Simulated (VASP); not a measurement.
Set up this calculation in VASP 6.6.1, as the native input.

- Task: single point
- Functional: PBE
- Potentials or basis: VASP PAW PBE potentials, release 64 (In_d, As)
- Cutoff: 520 eV
- k mesh: 18 × 18 × 18
- Occupations: gaussian, width 0.15 eV
- Spin: no spin polarisation
- Dipole correction: no
- Further INCAR settings: ALGO = Normal; EDIFF = 1e-06; NBANDS = 16

The structure of InAs lies in POSCAR:

```
InAs
1.0
    0.0000000000      3.0434777135      3.1956515991
    3.0434777135      0.0000000000      3.1956515991
    3.0434777135      3.0434777135      0.0000000000
In As
1 1
Direct
    0.0000000000      0.0000000000      0.0000000000
    0.7500000000      0.7500000000      0.7500000000
```

This cell differs from its parent crystal: ratio of the length along z to the lengths across it x 1.05, volume and fractional coordinates fixed.

The input as run:

INCAR

```
PREC     = Accurate       # precision mode
ENCUT    = 520            # plane-wave cutoff, eV
EDIFF    = 1E-6           # SCF threshold, eV
ISMEAR   = 0              # smearing method
SIGMA    = 0.15           # smearing width, eV
LREAL    = F              # projectors in reciprocal space
LASPH    = T              # aspherical terms in the spheres
NELM     = 80             # most SCF steps
ALGO     = Normal         # electronic algorithm
ISIF     = 2              # what is computed and relaxed
LWAVE    = F              # write WAVECAR
LCHARG   = F              # write CHGCAR
GGA      = PE             # functional
NBANDS   = 16             # bands
```

KPOINTS

```
Automatic mesh
0
Gamma
  18 18 18
```

Potentials or basis: VASP PAW PBE potentials, release 64 (In_d, As).

The run is started by

```sh
$ cat potpaw_PBE.64/In_d/POTCAR potpaw_PBE.64/As/POTCAR > POTCAR
$ mpirun -np 1 vasp_std > vasp.out
```

It gave:

```
Pressure               : 0.0 GPa
Band gap on the k mesh : zero (filled and empty bands touch)
```

Caveat: semilocal functionals underestimate gaps, and a narrow one can read as zero; spin-orbit coupling is left out, which moves the levels of the heavy elements.

Wall time 2.9 min on 1 thread of Intel(R) Xeon(R) 6975P-C (Granite Rapids), on a shared host, peak memory 0.58 GiB.
